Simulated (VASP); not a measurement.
# Mg2Cl (I4/mmm) in VASP: single point with PBE

Aim: the single point of Mg2Cl with PBE.

All numbers are computed with VASP 6.6.1; they aren't measurements. Logs are shortened: lines on timing, memory, paths and dates and some standing lists are left out, and cuts for length are marked.

**1. The cell of the first run**

The structure is tetragonal, space group I4/mmm (No. 139). The conventional cell has a = 3.368 Å, b = 3.368 Å, c = 11.748 Å, α = 90.00°, β = 90.00°, γ = 90.00°. Mg (site symmetry 4mm) has 9 Mg at 3.06 to 3.95 Å and 5 Cl at 3.09 to 3.90 Å within 4.0 Å. Within 4.1 Å of Cl (site symmetry 4/mmm) lie 10 Mg at 3.09 to 3.90 Å and 4 Cl at 3.37 Å.

**2. Single point, PBE**

INCAR reads:

```
ALGO = Normal
EDIFF = 1E-6
ENCUT = 520
GGA = PE
ISIF = 2
ISMEAR = 0
LASPH = True
LCHARG = True
LELF = True
LREAL = False
LVHAR = True
LWAVE = False
NBANDS = 12
NELM = 100
PREC = Accurate
SIGMA = 0.1
```

KPOINTS reads:

```
k-points
0
Gamma
  20 20 20
```

POSCAR reads:

```
Mg2Cl
1.0
   -1.6841168655      1.6841168655      5.8738023418
    1.6841168655     -1.6841168655      5.8738023418
    1.6841168655      1.6841168655     -5.8738023418
Mg Cl
2 1
Direct
    0.3317855257      0.3317855257      0.0000000000
    0.6682144743      0.6682144743      0.0000000000
    0.0000000000      0.0000000000      0.0000000000
```

Potentials or basis: VASP PAW PBE potentials, release 64 (Mg, Cl).

Launch:

```sh
> cat potpaw_PBE.64/Mg/POTCAR potpaw_PBE.64/Cl/POTCAR > POTCAR
> mpirun -np 1 vasp_std > vasp.out
```

OUTCAR:

```text
EDIFF = 1E-6
   ENCUT = 520
   GGA = PE
   ISIF = 2
   ISMEAR = 0
   LASPH = True
   LREAL = False
   NELM = 100
   PREC = Accurate

 ion  position               nearest neighbor table
   1  0.332  0.332  0.000-   2 3.06   2 3.06   2 3.06   2 3.06   3 3.09   3 3.09   3 3.09   3 3.09

   2  0.668  0.668  0.000-   1 3.06   1 3.06   1 3.06   1 3.06   3 3.09   3 3.09   3 3.09   3 3.09

   3  0.000  0.000  0.000-   2 3.09   1 3.09   2 3.09   1 3.09   1 3.09   2 3.09   2 3.09   1 3.09

  LATTYP: Found a body centered tetragonal cell.
 ALAT       =     3.3682337310
 C/A-ratio  =     3.4877640989

  Lattice vectors:

 A1 = (  -1.6841168655,   1.6841168655,   5.8738023418)
 A2 = (   1.6841168655,  -1.6841168655,   5.8738023418)
 A3 = (   1.6841168655,   1.6841168655,  -5.8738023418)

Analysis of symmetry for initial positions (statically):
=====================================================================
 Subroutine PRICEL returns:
 Original cell was already a primitive cell.

 Routine SETGRP: Setting up the symmetry group for a
 body centered tetragonal supercell.

 Subroutine GETGRP returns: Found 16 space group operations
 (whereof 16 operations were pure point group operations)
 out of a pool of 16 trial point group operations.

The static configuration has the point symmetry D_4h.

Analysis of symmetry for dynamics (positions and initial velocities):
=====================================================================
 Subroutine PRICEL returns:
 Original cell was already a primitive cell.

 Routine SETGRP: Setting up the symmetry group for a
 body centered tetragonal supercell.

 Subroutine GETGRP returns: Found 16 space group operations
 (whereof 16 operations were pure point group operations)
 out of a pool of 16 trial point group operations.

The dynamic configuration has the point symmetry D_4h.

 Subroutine INISYM returns: Found 16 space group operations
 (whereof 16 operations are pure point group operations),
 and found     1 'primitive' translations

----------------------------------------------------------------------------------------

                                     Primitive cell

  volume of cell :      66.6383

  direct lattice vectors                    reciprocal lattice vectors
    -1.684116866  1.684116866  5.873802342     0.000000000  0.296891510  0.085123736
     1.684116866 -1.684116866  5.873802342     0.296891510  0.000000000  0.085123736
     1.684116866  1.684116866 -5.873802342     0.296891510  0.296891510  0.000000000

  length of vectors
     6.338300496  6.338300496  6.338300496     0.308853718  0.308853718  0.419868001

  position of ions in fractional coordinates (direct lattice)
     0.331785526  0.331785526  0.000000000
     0.668214474  0.668214474  0.000000000
     0.000000000  0.000000000  0.000000000

  ion indices of the primitive-cell ions
   primitive index   ion index
                 1           1
                 2           2
                 3           3

----------------------------------------------------------------------------------------

 KPOINTS: k-points

Automatic generation of k-mesh.
 Grid dimensions read from file:
 generate k-points for:   20   20   20

 Generating k-lattice:

  Cartesian coordinates                     Fractional coordinates (reciprocal lattice)
     0.000000000  0.014844576  0.004256187     0.050000000  0.000000000  0.000000000
     0.014844576  0.000000000  0.004256187     0.000000000  0.050000000  0.000000000
     0.014844576  0.014844576  0.000000000     0.000000000  0.000000000  0.050000000

  Length of vectors
     0.015442686  0.015442686  0.020993400

  Shift w.r.t. Gamma in fractional coordinates (k-lattice)
     0.000000000  0.000000000  0.000000000

 Subroutine IBZKPT returns following result:
 ===========================================

 Found    641 irreducible k-points:

 Following reciprocal coordinates:
            Coordinates               Weight
  0.000000  0.000000  0.000000      1.000000
  0.050000 -0.000000  0.000000      8.000000
  0.100000  0.000000  0.000000      8.000000
  0.150000  0.000000  0.000000      8.000000
  0.200000  0.000000  0.000000      8.000000
  0.250000  0.000000  0.000000      8.000000
[... 16 lines left out ...]
 -0.400000  0.050000  0.000000     16.000000
 -0.350000  0.050000  0.000000     16.000000
 [... further k-points ...]
   k-points           NKPTS =    641   k-points in BZ     NKDIM =    641   number of bands    NBANDS=     12
   number of dos      NEDOS =    301   number of ions     NIONS =      3
   total plane-waves  NPLWV = 110592
   dimension x,y,z NGX =    48 NGY =   48 NGZ =   48
   dimension x,y,z NGXF=    96 NGYF=   96 NGZF=   96
   ions per type =               2   1
   NGX,Y,Z   is equivalent  to a cutoff of  12.59, 12.59, 12.59 a.u.
   NGXF,Y,Z  is equivalent  to a cutoff of  25.18, 25.18, 25.18 a.u.
 SYSTEM =  unknown system
   PREC   = accura    normal or accurate (medium, high low for compatibility)
   ISTART =      0    job   : 0-new  1-cont  2-samecut
   ICHARG =      2    charge: 1-file 2-atom 10-const
   ISPIN  =      1    spin polarized calculation?
   LNONCOLLINEAR =      F non collinear calculations
   LSORBIT =      F    spin-orbit coupling
   LASPH  =      T    aspherical Exc in radial PAW
   ENCUT  =  520.0 eV  38.22 Ry    6.18 a.u.  11.79 11.79 11.79*2*pi/ulx,y,z
   NELM   =    100;   NELMIN=  2; NELMDL= -5     # of ELM steps
   EDIFF  = 0.1E-05   stopping-criterion for ELM
   LREAL  =      F    real-space projection
   EDIFFG = 0.1E-04   stopping-criterion for IOM
   NSW    =      0    number of steps for IOM
   IBRION =     -1    ionic relax: 0-MD 1-quasi-New 2-CG
   NFREE  =      0    steps in history (QN), initial steepest desc. (CG)
   ISIF   =      2    stress and relaxation
   ISYM   =      2    0-nonsym 1-usesym 2-fastsym
   POTIM  = 0.5000    time-step for ionic-motion
   TEBEG  =    0.0;   TEEND  =   0.0 temperature during run
   PSTRESS=    0.0 pullay stress
   NELECT =      11.0000    total number of electrons
   NUPDOWN=      -1.0000    fix difference up-down
   EMIN   =  10.00;   EMAX   =-10.00  energy-range for DOS
   EFERMI =   0.00;   METHOD = LEGACY
   ISMEAR =     0;   SIGMA  =   0.10  broadening in eV -4-tet -1-fermi 0-gaus
   EFERMI_NEDOS =   21; number of points for ismear=-14 and -15
   IALGO  =     38    algorithm
   IMIX   =      4    mixing-type and parameters
     AMIX     =   0.40;   BMIX     =  1.00
     AMIX_MAG =   1.60;   BMIX_MAG =  1.00
  volume/ion in A,a.u.               =      22.21       149.90
  Fermi-wavevector in a.u.,A,eV,Ry     =   0.898044  1.697058 10.972877  0.806484
  Thomas-Fermi vector in A             =   2.020704
   LORBIT       =      0    0 simple, 1 ext, 2 COOP (PROOUT), +10 PAW based schemes
   GGA     = PE    functional components
   LHFCALC =     F    Hartree Fock is set to
   AEXX    =    0.0000 exact exchange contribution
   IVDW    =     0    specifies the selected vdW correction
   LEPSILON=     F    determine dielectric tensor
   LRPA    =     F    only Hartree local field effects (RPA)
 non-spin polarized calculation
 Gauss-broadening in eV      SIGMA  =   0.10
  energy-cutoff  :      520.00
  volume of cell :       66.64
 maximum number of plane-waves:      1814
   NGX = 23   NGY = 23   NGZ = 23

 number of electron      10.9999999 magnetization

 Free energy of the ion-electron system (eV)
  ---------------------------------------------------
  ext. energy  EPLUGINS =         0.00000000
  ---------------------------------------------------
  free energy    TOTEN  =        -6.40291251 eV

  energy without entropy =       -6.39817830  energy(sigma->0) =       -6.40054540

 E-fermi :   3.9240     XC(G=0):  -8.7308

 val. band max:        3.9225113724   @ k =  -0.1500   0.1500   0.1500
 cond. band min:       3.9274917956   @ k =  -0.4000   0.4000   0.0000
 fundamental gap:      0.0049804232
 Fermi energy:         3.9240041463

 k-point     1 :       0.0000    0.0000    0.0000
  band No.  band energies     occupation
      1     -13.2774      2.00000
      2      -2.5058      2.00000
      3      -1.6309      2.00000
      4      -0.0915      2.00000
      5      -0.0915      2.00000
      6       5.3044      0.00000
      7       5.7977      0.00000
      8       9.4487      0.00000
      9       9.7216      0.00000
     10       9.7409      0.00000
     11       9.7409      0.00000
     12      12.0061      0.00000

 k-point     2 :       0.0500   -0.0000    0.0000
  band No.  band energies     occupation
      1     -13.2675      2.00000
      2      -2.5028      2.00000
      3      -1.5973      2.00000
      4      -0.1689      2.00000
      5      -0.0837      2.00000
      6       5.3379      0.00000
      7       5.8349      0.00000
      8       8.8206      0.00000
      9       9.4898      0.00000
     10       9.7714      0.00000
     11      10.4806      0.00000
     12      11.9329      0.00000

 k-point     3 :       0.1000    0.0000    0.0000
  band No.  band energies     occupation
      1     -13.2383      2.00000
      2      -2.4887      2.00000
      3      -1.5208      2.00000
      4      -0.3579      2.00000
      5      -0.0610      2.00000
      6       5.3715      0.00000
      7       5.9786      0.00000
      8       7.9070      0.00000
      9       9.5780      0.00000
     10       9.8627      0.00000
     11      10.9174      0.00000
     12      12.0123      0.00000
[... 286 lines left out ...]
 k-point    23 :      -0.4000    0.0500    0.0000
  band No.  band energies     occupation
      1     -12.8679      2.00000
      2      -2.8855      2.00000
      3      -1.8253      2.00000
      4       0.1202      2.00000
      5       0.8654      2.00000
      6       2.9683      2.00000
      7       5.3531      0.00000
      8       7.5633      0.00000
      9       8.7105      0.00000
     10      10.7263      0.00000
     11      10.9262      0.00000
     12      11.8690      0.00000

 k-point    24 :      -0.3500    0.0500    0.0000
  band No.  band energies     occupation
      1     -12.9209      2.00000
      2      -2.6630      2.00000
      3      -1.9291      2.00000
      4       0.0625      2.00000
      5       0.4831      2.00000
      6       3.4728      2.00000
      7       5.5393      0.00000
      8       7.6193      0.00000
      9       8.6558      0.00000
     10      10.5078      0.00000
     11      11.1172      0.00000
     12      12.0336      0.00000

 [... further k-points ...]

------------------------ aborting loop because EDIFF is reached ----------------------------------------

  FORCE on cell =-STRESS in cart. coord.  units (eV):
  Direction    XX          YY          ZZ          XY          YZ          ZX
  --------------------------------------------------------------------------------------
  -------------------------------------------------------------------------------------
  Total       -0.0403965     -0.0403965     -0.0310559      0.0000000     -0.0000000      0.0000000
  in kB       -0.9712488     -0.9712488     -0.7466736      0.0000000     -0.0000000      0.0000000
  external PRESSURE =      -0.8963904 kB  Pullay stress =       0.0000000 kB

 VOLUME and BASIS-vectors are now :
 -----------------------------------------------------------------------------
  energy-cutoff  :      520.00
  volume of cell :       66.64
      direct lattice vectors                 reciprocal lattice vectors
    -1.684116866  1.684116866  5.873802342     0.000000000  0.296891510  0.085123736
     1.684116866 -1.684116866  5.873802342     0.296891510  0.000000000  0.085123736
     1.684116866  1.684116866 -5.873802342     0.296891510  0.296891510  0.000000000

 POSITION                                       TOTAL-FORCE (eV/Angst)
 -----------------------------------------------------------------------------------
      0.00000      0.00000      3.89769         0.000000      0.000000     -0.012497
      0.00000      0.00000      7.84992        -0.000000     -0.000000      0.012497
      0.00000      0.00000      0.00000         0.000000      0.000000     -0.000000
 -----------------------------------------------------------------------------------
    total drift:                               -0.000000      0.000000      0.000000

  FREE ENERGIE OF THE ION-ELECTRON SYSTEM (eV)
  ---------------------------------------------------
  free  energy   TOTEN  =        -6.4029125114 eV

  energy  without entropy=       -6.3981782972  energy(sigma->0) =       -6.40054540
```

Wall time 25 min (1 thread of Intel Xeon 8259CL, shared host); peak memory 0.74 GiB.

What came out:

```yaml
Free_energy: -6.4029 eV
Pressure: -0.1 GPa
Largest_force: 0.012 eV/Å
Band_gap_on_the_k_mesh: zero (an odd number of electrons rules out a gap without spin polarisation)
```

Forces in eV/Å, atoms in the order of the input:
```
Mg   0.000  0.000 -0.012
Mg   0.000  0.000  0.012
Cl   0.000  0.000  0.000
```

Caveat: an odd number of electrons without spin polarisation forces a metal; a magnetic or distorted state may lie lower.
